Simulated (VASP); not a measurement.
Wanted: the native input for a VASP 6.6.1 run.

* Task: single point
* Functional: PBE
* Dispersion: D3(BJ)
* Potentials or basis: VASP PAW PBE potentials, release 64 (Pb_d)
* Cutoff: 520 eV
* k mesh: 9 × 9 × 9
* Occupations: fermi-dirac, width 0.05 eV
* Spin: no spin polarisation
* Dipole correction: no
* Further INCAR settings: ALGO = Normal; EDIFF = 1e-06; NBANDS = 13

The structure of Pb lies in POSCAR:

```
Pb
1.0
    0.0000000000      2.4914113386      2.4914113386
    2.4914113386      0.0000000000      2.4914113386
    2.4914113386      2.4914113386      0.0000000000
Pb
1
Direct
    0.0000000000      0.0000000000      0.0000000000
```

One way to write it, as run:

INCAR

```
SYSTEM = Pb
PREC     = Accurate       ! precision mode
ENCUT    = 520            ! plane-wave cutoff, eV
EDIFF    = 1E-6           ! SCF threshold, eV
ISMEAR   = -1             ! smearing method
SIGMA    = 0.05           ! smearing width, eV
LREAL    = .False.        ! projectors in reciprocal space
LASPH    = .True.         ! aspherical terms in the spheres
NELM     = 80             ! most SCF steps
ALGO     = Normal         ! electronic algorithm
ISIF     = 2              ! what is computed and relaxed
LWAVE    = .False.        ! write WAVECAR
LCHARG   = .False.        ! write CHGCAR
GGA      = PE             ! functional
IVDW     = 12             ! dispersion correction
NBANDS   = 13             ! bands
```

KPOINTS

```
regular mesh
0
Gamma
  9 9 9
  0 0 0
```

Potentials or basis: VASP PAW PBE potentials, release 64 (Pb_d).

The run is started by

```bash
$ cat potpaw_PBE.64/Pb_d/POTCAR > POTCAR
$ mpirun -np 1 vasp_std > vasp.out
```

Results of the run:

```yaml
Pressure: -0.9 GPa
Band_gap_on_the_k_mesh: zero (band 7 reaches 14.32 eV, above the bottom of band 8 at 5.56 eV)
Dispersion_energy_per_atom: -0.401 eV
```

Caveat: spin-orbit coupling is left out, which moves the levels of the heavy elements; pairwise dispersion overbinds metals, which lowers pressure and volume.

Wall time 7.9 s on 1 thread of Intel(R) Xeon(R) Platinum 8375C CPU @ 2.90GHz (Ice Lake) (shared host), peak memory 0.17 GiB.
